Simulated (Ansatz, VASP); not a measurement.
# One calculation of Li3MgCl3, two programs

File INCAR:

```
  PREC = Accurate
  ENCUT = 600
  EDIFF = 1E-6
  ISMEAR = 0
  SIGMA = 0.1
  LREAL = F
  LASPH = T
  NELM = 60
  ALGO = Normal
  ISIF = 3
  LWAVE = F
  LCHARG = F
  GGA = PE
  IBRION = 2
  NSW = 90
  EDIFFG = -0.04
```

KPOINTS

```
regular mesh
0
Gamma
  4 4 4
```

File POSCAR:

```
Li3MgCl3
1.0
    2.2685049900     -3.4823286700      0.0000000000
    2.2685049900      3.4823286700      0.0000000000
    0.0000000000      0.0000000000      5.7665927500
Li Mg Cl
3 1 3
Direct
    0.5000000000      0.5000000000      0.1913392900
    0.5000000000      0.0000000000      0.3086608600
    0.0000000000      0.5000000000      0.3086608600
    0.0000000000      0.0000000000      0.0000000000
    0.5000000000      0.5000000000      0.8086607100
    0.0000000000      0.5000000000      0.6913391400
    0.5000000000      0.0000000000      0.6913391400
```

Input for Ansatz:

```yaml
crystal:
  lattice:
    - [2.26850499, -3.48232867, 0.0]
    - [2.26850499, 3.48232867, 0.0]
    - [0.0, 0.0, 5.76659275]
  atoms:
    - { symbol: Li, position: [0.5, 0.5, 0.19133929] }
    - { symbol: Li, position: [0.5, 0.0, 0.30866086] }
    - { symbol: Li, position: [0.0, 0.5, 0.30866086] }
    - { symbol: Mg, position: [0.0, 0.0, 0.0] }
    - { symbol: Cl, position: [0.5, 0.5, 0.80866071] }
    - { symbol: Cl, position: [0.0, 0.5, 0.69133914] }
    - { symbol: Cl, position: [0.5, 0.0, 0.69133914] }
basis:
  ecutwfc: 420
kpoints:
  mp_grid: { grid: [4, 4, 4] }
hamiltonian:
  xc: pbe
scf:
  occupations: { method: gaussian, width: 0.1 }
  lower_state_search: "off"
output:
  forces: true
  stress: true
  eigenvalues: true
relax:
  adjacent_minimum: "off"
  f_tol: 0.04
  max_steps: 70
  cell: { stress_tol: 0.4 }
```

Alike in both runs: task relaxation of cell and atoms; functional PBE; k mesh 4 × 4 × 4; occupations gaussian, width 0.1 eV; no spin polarisation.

|  | VASP | Ansatz |
| --- | --- | --- |
| version | VASP 6.6.1 | Ansatz 0.2.0 |
| potentials or method | VASP PAW PBE potentials, release 64 (Li_sv, Mg, Cl), cutoff 600 eV | scalar-relativistic, plane waves, PAW |
| valence electrons in the cell | 32 | 40 |

```csv
,VASP,Ansatz,Ansatz less VASP
"gap on the k mesh at the Fermi level, each at its own relaxed structure (eV)",1.34,1.35,+0.005
relaxed volume (Å³/atom),20.11,20.83,+0.719
relaxed cell length with the largest relative difference (Å),4.875,5.001,+0.1254
```

VASP's potentials hold 32 valence electrons a cell and Ansatz's 40, so a difference there can come from the potentials and not from the codes.

Noted on VASP's run: the cutoff is short for stress, so the pressure is rough; the volume moved by over 15 % at a fixed basis, so the end points are rough.
